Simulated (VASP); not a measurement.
Crystal: LaY4F.

```
CELL_PARAMETERS angstrom
4.40318 0.00000 0.00000
0.00000 4.40318 0.00000
0.00000 0.00000 6.23326
ATOMIC_POSITIONS crystal
La 0.00000 0.00000 0.00000
Y 0.50000 0.00000 0.74647
Y 0.00000 0.50000 0.25353
Y 0.50000 0.00000 0.25353
Y 0.00000 0.50000 0.74647
F 0.50000 0.50000 0.50000
```

The cell was built from a structure type or drawn by symmetry, and may not be a known phase.

* Program: VASP 6.6.1
* Task: relaxation of cell and atoms
* Functional: PBE
* Potentials or basis: VASP PAW PBE potentials, release 64 (La, Y_sv, F)
* Cutoff: 600 eV
* k mesh: 4 × 4 × 4
* Occupations: gaussian, width 0.1 eV
* Spin: no spin polarisation

At the start: pressure 26.0 GPa; volume 20.14 Å³/atom.

Task: How do energy, volume and symmetry change on relaxing?

Result: Over 9 steps the energy falls by 621.3 meV/atom and the volume is 30.12 Å³/atom (+49.5 %); space group P4/mmm (No. 123, to 0.1 Å) before and after.

Step by step:
```
step  energy change (eV)  largest force (eV/Å)  pressure (GPa)  volume (Å³)
   1              0.0000                1.5210           25.99       120.85
   2             -3.6899                0.0592           -1.00       187.47
   3             -3.7053                0.0068            0.41       179.74
   4             -3.7081                0.0136           -0.01       181.95
   5             -3.7213                0.0353           -0.06       182.07
   6             -3.7251                0.0700           -0.08       182.15
   7             -3.7252                0.0752           -0.08       182.16
   8             -3.7265                0.0596           -0.01       181.67
   9             -3.7275                0.0271            0.16       180.70
```

Final structure:
```cif
data_structure
_symmetry_space_group_name_H-M 'P 1'
_symmetry_Int_Tables_number 1
_cell_length_a 4.9745
_cell_length_b 4.9745
_cell_length_c 7.3023
_cell_angle_alpha 90.000
_cell_angle_beta 90.000
_cell_angle_gamma 90.000
_cell_volume 180.70
loop_
_atom_site_label
_atom_site_type_symbol
_atom_site_fract_x
_atom_site_fract_y
_atom_site_fract_z
_atom_site_occupancy
La1 La 0.00000 0.00000 0.00000 1
Y1 Y 0.50000 0.00000 0.73382 1
Y2 Y 0.00000 0.50000 0.26618 1
Y3 Y 0.50000 0.00000 0.26618 1
Y4 Y 0.00000 0.50000 0.73382 1
F1 F 0.50000 0.50000 0.50000 1
```

Caveat: the volume moved by over 15 % at a fixed basis, so the end points are rough.
